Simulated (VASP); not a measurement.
# BP (F-43m) in VASP: notebook

The runs below take BP through single point, with PBE.

Everything below comes from runs of VASP 6.6.1. Logs are shortened: lines on timing, memory, paths and dates and some standing lists are left out, and cuts for length are marked.

### 1 The cell of the first run

The structure is cubic, space group F-43m (No. 216). Conventional cell: a = 4.548 Å, b = 4.548 Å, c = 4.548 Å, α = 90.00°, β = 90.00°, γ = 90.00°. B (site symmetry -43m) has 4 P at 1.97 Å within 2.6 Å. Within 2.6 Å of P (site symmetry -43m) lie 4 B at 1.97 Å.

### 2 Single point, PBE

INCAR reads:

```
SYSTEM = BP
PREC = Accurate ; ENCUT = 500
EDIFF = 1E-6 ; ISMEAR = 0
SIGMA = 0.1 ; LREAL = .FALSE.
LASPH = .TRUE. ; NELM = 120
ALGO = Normal ; ISIF = 2
LWAVE = .FALSE. ; LCHARG = .TRUE.
GGA = PE ; LELF = .TRUE.
LVHAR = .TRUE. ; NBANDS = 16
GGA_COMPAT = .FALSE.
```

KPOINTS reads:

```
regular mesh
0
G
  6 4 6
  0 0 0
```

POSCAR reads:

```
BP
1.0
    3.2162589256      0.0000000000      0.0000000000
    0.0000000000      4.5484769927      0.0000000000
    0.0000000000      0.0000000000      3.2161806150
B P
2 2
Direct
    0.0000000000      0.0000000000      0.0000000000
    0.5000000000      0.5000000000      0.5000000000
    0.0000000000      0.2500000000      0.5000000000
    0.5000000000      0.7500000000      0.0000000000
```

Potentials or basis: VASP PAW PBE potentials, release 64 (B, P).

Command:

```bash
$ cat potpaw_PBE.64/B/POTCAR potpaw_PBE.64/P/POTCAR > POTCAR
$ mpirun -np 1 vasp_std > vasp.out
```

OUTCAR:

```text
SYSTEM = BP
   PREC = Accurate
   ENCUT = 500
   EDIFF = 1E-6
   ISMEAR = 0
   LREAL = .FALSE.
   LASPH = .TRUE.
   NELM = 120
   ISIF = 2
   GGA = PE

 ion  position               nearest neighbor table
   1  0.000  0.000  0.000-   3 1.97   3 1.97   4 1.97   4 1.97
   2  0.500  0.500  0.500-   4 1.97   4 1.97   3 1.97   3 1.97
   3  0.000  0.250  0.500-   1 1.97   1 1.97   2 1.97   2 1.97
   4  0.500  0.750  0.000-   2 1.97   2 1.97   1 1.97   1 1.97

  LATTYP: Found a simple orthorhombic cell.
 ALAT       =     3.2161806150
 B/A-ratio  =     1.0000243489
 C/A-ratio  =     1.4142479970

  Lattice vectors:

 A1 = (   0.0000000000,   0.0000000000,   3.2161806150)
 A2 = (   3.2162589256,   0.0000000000,   0.0000000000)
 A3 = (   0.0000000000,   4.5484769927,   0.0000000000)

Analysis of symmetry for initial positions (statically):
=====================================================================
 Subroutine PRICEL returns following result:

  LATTYP: Found a body centered orthorhombic cell.
 ALAT       =     3.2161806150
 B/A-ratio  =     1.0000243489
 C/A-ratio  =     1.4142479970

  Lattice vectors:

 A1 = (  -1.6081294628,  -2.2742384963,  -1.6080903075)
 A2 = (   1.6081294628,  -2.2742384964,   1.6080903075)
 A3 = (  -1.6081294628,   2.2742384964,   1.6080903075)

   2 primitive cells build up your supercell.

 Routine SETGRP: Setting up the symmetry group for a
 simple orthorhombic supercell.

 Subroutine GETGRP returns: Found  4 space group operations
 (whereof  4 operations were pure point group operations)
 out of a pool of  8 trial point group operations.

The static configuration has the point symmetry C_2v.

Analysis of symmetry for dynamics (positions and initial velocities):
=====================================================================
 Subroutine PRICEL returns following result:

  LATTYP: Found a body centered orthorhombic cell.
 ALAT       =     3.2161806150
 B/A-ratio  =     1.0000243489
 C/A-ratio  =     1.4142479970

  Lattice vectors:

 A1 = (  -1.6081294628,  -2.2742384963,  -1.6080903075)
 A2 = (   1.6081294628,  -2.2742384964,   1.6080903075)
 A3 = (  -1.6081294628,   2.2742384964,   1.6080903075)

   2 primitive cells build up your supercell.

 Routine SETGRP: Setting up the symmetry group for a
 simple orthorhombic supercell.

 Subroutine GETGRP returns: Found  4 space group operations
 (whereof  4 operations were pure point group operations)
 out of a pool of  8 trial point group operations.

The dynamic configuration has the point symmetry C_2v.

 Subroutine INISYM returns: Found  4 space group operations
 (whereof  4 operations are pure point group operations),
 and found     2 'primitive' translations

----------------------------------------------------------------------------------------

                                     Primitive cell

  volume of cell :      23.5249

  direct lattice vectors                    reciprocal lattice vectors
    -1.608129463 -2.274238496 -1.608090308    -0.310920241 -0.219853811  0.000000000
     1.608129463 -2.274238496  1.608090308    -0.000000000 -0.219853811  0.310927811
    -1.608129463  2.274238496  1.608090308    -0.310920241 -0.000000000  0.310927811

  length of vectors
     3.216239348  3.216239348  3.216239348     0.380797970  0.380804152  0.439712975

  position of ions in fractional coordinates (direct lattice)
     0.000000000  0.000000000  0.000000000
     0.750000000  0.250000000  0.500000000

  ion indices of the primitive-cell ions
   primitive index   ion index
                 1           1
                 2           3

----------------------------------------------------------------------------------------

 KPOINTS: regular mesh

Automatic generation of k-mesh.
 Grid dimensions read from file:
 generate k-points for:    6    4    6

 Generating k-lattice:

  Cartesian coordinates                     Fractional coordinates (reciprocal lattice)
     0.051820040  0.000000000  0.000000000     0.166666667  0.000000000  0.000000000
     0.000000000  0.054963453  0.000000000     0.000000000  0.250000000  0.000000000
     0.000000000  0.000000000  0.051821302     0.000000000  0.000000000  0.166666667

  Length of vectors
     0.051820040  0.054963453  0.051821302

  Shift w.r.t. Gamma in fractional coordinates (k-lattice)
     0.000000000  0.000000000  0.000000000

 Subroutine IBZKPT returns following result:
 ===========================================

 Found     48 irreducible k-points:

 Following reciprocal coordinates:
            Coordinates               Weight
  0.000000  0.000000  0.000000      1.000000
  0.166667  0.000000  0.000000      2.000000
  0.333333  0.000000  0.000000      2.000000
  0.500000  0.000000  0.000000      1.000000
  0.000000  0.250000  0.000000      2.000000
  0.166667  0.250000  0.000000      4.000000
[... 16 lines left out ...]
  0.333333  0.500000  0.166667      4.000000
  0.500000  0.500000  0.166667      2.000000
 [... further k-points ...]
   k-points           NKPTS =     48   k-points in BZ     NKDIM =     48   number of bands    NBANDS=     16
   number of dos      NEDOS =    301   number of ions     NIONS =      4
   total plane-waves  NPLWV =  20736
   dimension x,y,z NGX =    24 NGY =   36 NGZ =   24
   dimension x,y,z NGXF=    48 NGYF=   72 NGZF=   48
   ions per type =               2   2
   NGX,Y,Z   is equivalent  to a cutoff of  12.41, 13.16, 12.41 a.u.
   NGXF,Y,Z  is equivalent  to a cutoff of  24.81, 26.32, 24.81 a.u.
 SYSTEM =  BP
   PREC   = accura    normal or accurate (medium, high low for compatibility)
   ISTART =      0    job   : 0-new  1-cont  2-samecut
   ICHARG =      2    charge: 1-file 2-atom 10-const
   ISPIN  =      1    spin polarized calculation?
   LNONCOLLINEAR =      F non collinear calculations
   LSORBIT =      F    spin-orbit coupling
   LASPH  =      T    aspherical Exc in radial PAW
   ENCUT  =  500.0 eV  36.75 Ry    6.06 a.u.   5.86  8.29  5.86*2*pi/ulx,y,z
   NELM   =    120;   NELMIN=  2; NELMDL= -5     # of ELM steps
   EDIFF  = 0.1E-05   stopping-criterion for ELM
   LREAL  =      F    real-space projection
   EDIFFG = 0.1E-04   stopping-criterion for IOM
   NSW    =      0    number of steps for IOM
   IBRION =     -1    ionic relax: 0-MD 1-quasi-New 2-CG
   NFREE  =      0    steps in history (QN), initial steepest desc. (CG)
   ISIF   =      2    stress and relaxation
   ISYM   =      2    0-nonsym 1-usesym 2-fastsym
   POTIM  = 0.5000    time-step for ionic-motion
   TEBEG  =    0.0;   TEEND  =   0.0 temperature during run
   PSTRESS=    0.0 pullay stress
   NELECT =      16.0000    total number of electrons
   NUPDOWN=      -1.0000    fix difference up-down
   EMIN   =  10.00;   EMAX   =-10.00  energy-range for DOS
   EFERMI =   0.00;   METHOD = LEGACY
   ISMEAR =     0;   SIGMA  =   0.10  broadening in eV -4-tet -1-fermi 0-gaus
   EFERMI_NEDOS =   21; number of points for ismear=-14 and -15
   IALGO  =     38    algorithm
   IMIX   =      4    mixing-type and parameters
     AMIX     =   0.40;   BMIX     =  1.00
     AMIX_MAG =   1.60;   BMIX_MAG =  1.00
  volume/ion in A,a.u.               =      11.76        79.38
  Fermi-wavevector in a.u.,A,eV,Ry     =   1.142692  2.159374 17.765725  1.305744
  Thomas-Fermi vector in A             =   2.279389
   LORBIT       =      0    0 simple, 1 ext, 2 COOP (PROOUT), +10 PAW based schemes
   GGA     = PE    functional components
   LHFCALC =     F    Hartree Fock is set to
   AEXX    =    0.0000 exact exchange contribution
   IVDW    =     0    specifies the selected vdW correction
   LEPSILON=     F    determine dielectric tensor
   LRPA    =     F    only Hartree local field effects (RPA)
 non-spin polarized calculation
 Gauss-broadening in eV      SIGMA  =   0.10
  energy-cutoff  :      500.00
  volume of cell :       47.05
 maximum number of plane-waves:      1220
 NGX is ok and might be reduce to    24
   NGX = 11   NGY = 17   NGZ = 11

 number of electron      15.9999996 magnetization

 Free energy of the ion-electron system (eV)
  ---------------------------------------------------
  ext. energy  EPLUGINS =         0.00000000
  ---------------------------------------------------
  free energy    TOTEN  =       -25.84909830 eV

  energy without entropy =      -25.84909830  energy(sigma->0) =      -25.84909830

 E-fermi :   7.8009     XC(G=0): -10.8766

 val. band max:        7.3537875401   @ k =   0.0000   0.0000   0.0000
 cond. band min:       8.6305659983   @ k =   0.0000   0.2500   0.0000
 fundamental gap:      1.2767784582
 Fermi energy:         7.8009469937

 k-point     1 :       0.0000    0.0000    0.0000
  band No.  band energies     occupation
      1      -8.0461      2.00000
      2      -3.2281      2.00000
      3      -1.1942      2.00000
      4       3.2636      2.00000
      5       3.2640      2.00000
      6       7.3534      2.00000
[... 8 lines left out ...]
     15      18.8195      0.00000
     16      19.4130      0.00000

 k-point     2 :       0.1667    0.0000    0.0000
  band No.  band energies     occupation
      1      -7.7150      2.00000
      2      -3.1500      2.00000
      3      -0.9952      2.00000
      4       1.8630      2.00000
      5       3.5384      2.00000
      6       5.6105      2.00000
[... 8 lines left out ...]
     15      17.9180      0.00000
     16      18.1748      0.00000

 k-point     3 :       0.3333    0.0000    0.0000
  band No.  band energies     occupation
      1      -6.7443      2.00000
      2      -3.6579      2.00000
      3      -0.4505      2.00000
      4       1.0667      2.00000
      5       3.0505      2.00000
      6       4.0140      2.00000
[... 8 lines left out ...]
     15      15.8618      0.00000
     16      16.8335      0.00000
[... 362 lines left out ...]
 k-point    23 :       0.3333    0.5000    0.1667
  band No.  band energies     occupation
      1      -5.1394      2.00000
      2      -5.1394      2.00000
      3      -0.1083      2.00000
      4      -0.1083      2.00000
      5       3.3428      2.00000
      6       3.3428      2.00000
[... 8 lines left out ...]
     15      17.1726      0.00000
     16      17.1726      0.00000

 k-point    24 :       0.5000    0.5000    0.1667
  band No.  band energies     occupation
      1      -4.4506      2.00000
      2      -4.4506      2.00000
      3      -1.3594      2.00000
      4      -1.3594      2.00000
      5       4.0201      2.00000
      6       4.0201      2.00000
[... 8 lines left out ...]
     15      17.6791      0.00000
     16      17.6791      0.00000

 [... further k-points ...]
[... 5 lines left out ...]
  --------------------------------------------------------------------------------------
  -------------------------------------------------------------------------------------
  Total       -0.0226814     -0.1078301     -0.0197567      0.0000000      0.0000000      0.0000000
  in kB       -0.7723655     -3.6719180     -0.6727705      0.0000000      0.0000000      0.0000000
  external PRESSURE =      -1.7056847 kB  Pullay stress =       0.0000000 kB

 VOLUME and BASIS-vectors are now :
 -----------------------------------------------------------------------------
  energy-cutoff  :      500.00
  volume of cell :       47.05
      direct lattice vectors                 reciprocal lattice vectors
     3.216258926  0.000000000  0.000000000     0.310920241  0.000000000  0.000000000
     0.000000000  4.548476993  0.000000000     0.000000000  0.219853811  0.000000000
     0.000000000  0.000000000  3.216180615     0.000000000  0.000000000  0.310927811

 POSITION                                       TOTAL-FORCE (eV/Angst)
 -----------------------------------------------------------------------------------
      0.00000      0.00000      0.00000         0.000000     -0.000170      0.000000
      1.60813      2.27424      1.60809         0.000000     -0.000170      0.000000
      0.00000      1.13712      1.60809         0.000000      0.000170      0.000000
      1.60813      3.41136      0.00000         0.000000      0.000170     -0.000000
 -----------------------------------------------------------------------------------
    total drift:                               -0.000000      0.000001     -0.000000

  FREE ENERGIE OF THE ION-ELECTRON SYSTEM (eV)
  ---------------------------------------------------
  free  energy   TOTEN  =       -25.8490983041 eV

  energy  without entropy=      -25.8490983041  energy(sigma->0) =      -25.84909830
```

Run time: 54 s. Hardware: 1 thread of AMD EPYC 7R43 (Zen 3), shared host; peak memory 0.13 GiB.

What came out:

```
Free energy            : -25.8491 eV
Pressure               : -0.2 GPa
Band gap on the k mesh : 1.28 eV
```

Levels at points of the mesh, in eV from the valence-band top:
```csv
k point,band 5,band 6,band 7,band 8,band 9,band 10,band 11,band 12
"(0.00, 0.00, 0.00)",-4.09,0.00,0.00,0.00,1.34,1.66,3.39,3.39
"(0.50, 0.00, 0.00)",-5.21,-5.21,-1.92,-1.92,3.85,3.85,6.35,6.35
"(0.00, 0.50, 0.00)",-2.72,-2.72,-2.72,-2.72,1.82,1.82,4.95,4.95
"(0.50, 0.50, 0.00)",-1.75,-1.75,-1.75,-1.75,3.74,3.74,4.71,4.71
"(0.00, 0.00, 0.50)",-5.21,-5.21,-1.92,-1.92,3.85,3.85,6.35,6.35
"(0.50, 0.00, 0.50)",-4.09,-4.09,-4.09,-4.09,1.34,1.34,1.66,1.66
"(0.00, 0.50, 0.50)",-1.75,-1.75,-1.75,-1.75,3.74,3.74,4.71,4.71
"(0.50, 0.50, 0.50)",-5.64,-5.64,-5.43,-5.43,5.34,5.34,6.75,6.75
```

### 3 Single point, PBE

INCAR reads:

```
SYSTEM = BP
  PREC = Accurate
  ENCUT = 500
  EDIFF = 1E-6
  ISMEAR = 0
  SIGMA = 0.02
  LREAL = .FALSE.
  LASPH = .TRUE.
  NELM = 120
  ALGO = Normal
  ISIF = 2
  LWAVE = .FALSE.
  LCHARG = .FALSE.
  GGA = PE
  NBANDS = 16
  GGA_COMPAT = .FALSE.
```

KPOINTS reads:

```
regular mesh
0
G
  8 6 8
  0 0 0
```

POSCAR is that of step 2.

Potentials or basis: VASP PAW PBE potentials, release 64 (B, P).

Command:

```bash
$ cat potpaw_PBE.64/B/POTCAR potpaw_PBE.64/P/POTCAR > POTCAR
$ mpirun -np 1 vasp_std > vasp.out
```

It took 98 s on 1 thread of AMD EPYC 7R43 (Zen 3), shared host; peak memory 0.15 GiB.

Results (log left out):

```yaml
Free_energy: -25.8603 eV
Pressure: -0.2 GPa
Band_gap_on_the_k_mesh: 1.25 eV
```

Levels at points of the mesh, in eV from the valence-band top:
```
           k point  band 6  band 7  band 8  band 9  band 10  band 11
(0.00, 0.00, 0.00)    0.00    0.00    0.00    1.35     1.67     3.39
(0.50, 0.00, 0.00)   -5.21   -1.92   -1.92    3.85     3.85     6.35
(0.00, 0.50, 0.00)   -2.72   -2.72   -2.72    1.82     1.82     4.95
(0.50, 0.50, 0.00)   -1.75   -1.75   -1.75    3.74     3.74     4.71
(0.00, 0.00, 0.50)   -5.21   -1.92   -1.92    3.85     3.85     6.35
(0.50, 0.00, 0.50)   -4.09   -4.09   -4.09    1.35     1.35     1.67
(0.00, 0.50, 0.50)   -1.75   -1.75   -1.75    3.74     3.74     4.71
(0.50, 0.50, 0.50)   -5.63   -5.43   -5.43    5.34     5.34     6.75
```

A k mesh can miss the band edges.

### 4 Single point, PBE

INCAR reads:

```
PREC     = Accurate       # precision mode
ENCUT    = 500            # plane-wave cutoff, eV
EDIFF    = 1E-6           # SCF threshold, eV
ISMEAR   = 0              # smearing method
SIGMA    = 0.02           # smearing width, eV
LREAL    = False          # projectors in reciprocal space
LASPH    = True           # aspherical terms in the spheres
NELM     = 120            # most SCF steps
ALGO     = Normal         # electronic algorithm
ISIF     = 2              # what is computed and relaxed
LWAVE    = False          # write WAVECAR
LCHARG   = True           # write CHGCAR
GGA      = PE             # functional
LELF     = True           # ELF
LVHAR    = True         
NBANDS   = 16             # bands
GGA_COMPAT= False
```

KPOINTS reads:

```
regular mesh
0
Gamma
  8 6 8
```

POSCAR is that of step 3.

Command:

```bash
$ cat potpaw_PBE.64/B/POTCAR potpaw_PBE.64/P/POTCAR > POTCAR
$ mpirun -np 1 vasp_std > vasp.out
```

It took 96 s on 1 thread of AMD EPYC 7R43 (Zen 3), shared host; peak memory 0.15 GiB.

It converged, with:

| Item | Value |
| --- | --- |
| Free energy | -25.8603 eV |
| Pressure | -0.2 GPa |
| Band gap on the k mesh | 1.25 eV |

Levels at points of the mesh, in eV from the valence-band top:
| k point | band 6 | band 7 | band 8 | band 9 | band 10 | band 11 |
| --- | --- | --- | --- | --- | --- | --- |
| (0.00, 0.00, 0.00) | 0.00 | 0.00 | 0.00 | 1.35 | 1.67 | 3.39 |
| (0.50, 0.00, 0.00) | -5.21 | -1.92 | -1.92 | 3.85 | 3.85 | 6.35 |
| (0.00, 0.50, 0.00) | -2.72 | -2.72 | -2.72 | 1.82 | 1.82 | 4.95 |
| (0.50, 0.50, 0.00) | -1.75 | -1.75 | -1.75 | 3.74 | 3.74 | 4.71 |
| (0.00, 0.00, 0.50) | -5.21 | -1.92 | -1.92 | 3.85 | 3.85 | 6.35 |
| (0.50, 0.00, 0.50) | -4.09 | -4.09 | -4.09 | 1.35 | 1.35 | 1.67 |
| (0.00, 0.50, 0.50) | -1.75 | -1.75 | -1.75 | 3.74 | 3.74 | 4.71 |
| (0.50, 0.50, 0.50) | -5.63 | -5.43 | -5.43 | 5.34 | 5.34 | 6.75 |

A k mesh can miss the band edges.
